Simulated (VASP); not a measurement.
Set up this calculation in VASP 6.6.1, as the native input.

| Property | Result |
| --- | --- |
| Task | single point |
| Functional | PBEsol |
| Dispersion | D4 |
| Potentials or basis | VASP PAW PBE potentials, release 64 (Al, Cu) |
| Cutoff | 520 eV |
| k mesh | 5 × 5 × 5 |
| Occupations | methfessel-paxton, width 0.15 eV |
| Spin | no spin polarisation |
| Dipole correction | no |
| Further INCAR settings | ALGO = Normal; EDIFF = 1e-06; NBANDS = 18 |

The structure of Al3Cu lies in POSCAR:

```
Al3Cu
1.0
    3.9241510000      0.0000000000      0.0000000000
    0.0000000000      3.9241510000      0.0000000000
    0.0000000000      0.0000000000      3.9241510000
Al Cu
3 1
Direct
    0.0000000000      0.5000000000      0.5000000000
    0.5000000000      0.0000000000      0.5000000000
    0.5000000000      0.5000000000      0.0000000000
    0.0000000000      0.0000000000      0.0000000000
```

One way to write it, as run:

INCAR

```
SYSTEM = Al3Cu
PREC = Accurate
ENCUT = 520
EDIFF = 1E-6
ISMEAR = 1
SIGMA = 0.15
LREAL = .False.
LASPH = .True.
NELM = 60
ALGO = Normal
ISIF = 2
LWAVE = .False.
LCHARG = .True.
GGA = PS
IVDW = 13
LELF = .True.
LVHAR = .True.
NBANDS = 18
```

KPOINTS

```
Automatic mesh
0
Gamma
  5 5 5
  0 0 0
```

Potentials or basis: VASP PAW PBE potentials, release 64 (Al, Cu).

The run is started by

```sh
$ cat potpaw_PBE.64/Al/POTCAR potpaw_PBE.64/Cu/POTCAR > POTCAR
$ mpirun -np 1 vasp_std > vasp.out
```

Results of the run:

```
Pressure                   : -4.9 GPa
Band gap on the k mesh     : zero (band 10 reaches 9.66 eV, above the bottom of band 11 at 6.63 eV)
Dispersion energy per atom : -0.226 eV
```

Caveat: the PAW data sets were made with another functional, which shifts forces and pressure a little; pairwise dispersion overbinds metals, which lowers pressure and volume.

Wall time 7 s on 1 thread of Intel(R) Xeon(R) 6975P-C (Granite Rapids), on a shared host, peak memory 0.16 GiB.
